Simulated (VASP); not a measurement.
A run of VASP 6.6.1:

INCAR

```
PREC     = Accurate       # precision mode
ENCUT    = 600            # plane-wave cutoff, eV
EDIFF    = 1E-6           # SCF threshold, eV
ISMEAR   = -1             # smearing method
SIGMA    = 0.1            # smearing width, eV
LREAL    = False          # projectors in reciprocal space
LASPH    = True           # aspherical terms in the spheres
NELM     = 80             # most SCF steps
ALGO     = Normal         # electronic algorithm
ISIF     = 3              # what is computed and relaxed
LWAVE    = False          # write WAVECAR
LCHARG   = False          # write CHGCAR
GGA      = PE             # functional
IBRION   = 2              # ionic algorithm
NSW      = 60             # ionic steps
EDIFFG   = -0.005         # ionic threshold
```

KPOINTS

```
regular mesh
0
Gamma
  13 13 13
```

POSCAR

```
GaSb
1.0
    3.1426434160      0.0000000000      0.0000000000
    0.0000000000      3.1426434160      0.0000000000
    0.0000000000      0.0000000000      3.1426434160
Ga Sb
1 1
Direct
    0.0000000000      0.0000000000      0.0000000000
    0.5000000000      0.5000000000      0.5000000000
```

Potentials or basis: VASP PAW PBE potentials, release 64 (Ga_d, Sb).

Command:

```console
$ cat potpaw_PBE.64/Ga_d/POTCAR potpaw_PBE.64/Sb/POTCAR > POTCAR
$ mpirun -np 1 vasp_std > vasp.out
```

Hardware: 1 thread of Intel(R) Xeon(R) 6975P-C (Granite Rapids), with other jobs on the host.

Estimate the wall time of this run.

It took 84 s on 1 thread of Intel(R) Xeon(R) 6975P-C (Granite Rapids), with other jobs on the host, peak memory 0.19 GiB. Counts: scf iterations 63, k points 84, ion steps 9.
